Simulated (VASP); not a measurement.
A run of VASP 6.6.1 is set up as follows.

The input INCAR:

```
SYSTEM = C
PREC     = Accurate       ! precision mode
ENCUT    = 520            ! plane-wave cutoff, eV
EDIFF    = 1E-6           ! SCF threshold, eV
ISMEAR   = -1             ! smearing method
SIGMA    = 0.05           ! smearing width, eV
LREAL    = .False.        ! projectors in reciprocal space
LASPH    = .True.         ! aspherical terms in the spheres
NELM     = 60             ! most SCF steps
ALGO     = Normal         ! electronic algorithm
ISIF     = 2              ! what is computed and relaxed
LWAVE    = .False.        ! write WAVECAR
LCHARG   = .True.         ! write CHGCAR
GGA      = PE             ! functional
LELF     = .True.         ! ELF
LVHAR    = .True.       
NBANDS   = 16             ! bands
```

File KPOINTS:

```
regular mesh
0
Gamma
  12 12 7
  0 0 0
```

Contents of POSCAR:

```
C
1.0
    2.4068841926      0.0000000000      0.0000000000
   -1.2034420963      2.0844228548      0.0000000000
    0.0000000000      0.0000000000      4.0058462179
C
4
Direct
    0.3333333333      0.6666666667      0.0627282291
    0.6666666667      0.3333333333      0.5627282291
    0.3333333333      0.6666666667      0.4372717709
    0.6666666667      0.3333333333      0.9372717709
```

Potentials or basis: VASP PAW PBE potentials, release 64 (C).

The run is started by

```bash
$ cat potpaw_PBE.64/C/POTCAR > POTCAR
$ mpirun -np 1 vasp_std > vasp.out
```

Q: What does it give for the band gap on the k mesh?

A: 2.87 eV, indirect (least direct gap 5.17 eV).

Q: What does it give for the pressure?

A: 71.3 GPa.

Forces on the atoms (eV/Å):
```
C    0.000  0.000  0.174
C    0.000  0.000  0.174
C    0.000  0.000 -0.174
C    0.000  0.000 -0.174
```

 A k mesh can miss the band edges.
